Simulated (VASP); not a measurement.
Crystal: MnO2.

```
CELL_PARAMETERS angstrom
2.85658 0.00000 0.00000
-1.42829 2.47387 0.00000
0.00000 0.00000 4.41732
ATOMIC_POSITIONS crystal
Mn 0.00000 0.00000 0.50000
O 0.33333 0.66667 0.70629
O 0.66667 0.33333 0.29371
```

| Item | Value |
| --- | --- |
| Program | VASP 6.6.1 |
| Task | relaxation of the atoms |
| Functional | PBEsol |
| Potentials or basis | VASP PAW PBE potentials, release 64 (Mn_pv, O) |
| Cutoff | 520 eV |
| k mesh | 9 × 9 × 5 |
| Occupations | fermi-dirac, width 0.05 eV |
| Spin | collinear spin, ferromagnetic start |
| Starting moments | [4.0, 0.0, 0.0] μB |

At the start: pressure 4.9 GPa; volume 10.41 Å³/atom.

**Question.** How do energy, volume and symmetry change on relaxing?

**Answer.** Over 3 steps the energy falls by 6.8 meV/atom at a fixed cell; space group P-3m1 (No. 164, to 0.1 Å) before and after; moment 3.00 μB per cell.

The path:
```csv
step,energy change (eV),largest force (eV/Å),pressure (GPa)
1,0.0000,0.6471,4.89
2,-0.0205,0.0142,0.09
3,-0.0205,0.0005,0.04
```

Final structure:
```
Mn O
1.0
     2.85658    0.00000    0.00000
    -1.42829    2.47387    0.00000
     0.00000    0.00000    4.41732
Mn O
1 2
Direct
  0.00000 0.00000 0.50000
  0.33333 0.66667 0.71352
  0.66667 0.33333 0.28648
```

Caveat: the PAW data sets were made with another functional, which shifts forces and pressure a little; a cell with one magnetic atom can't hold antiferromagnetic order, which such compounds often take.
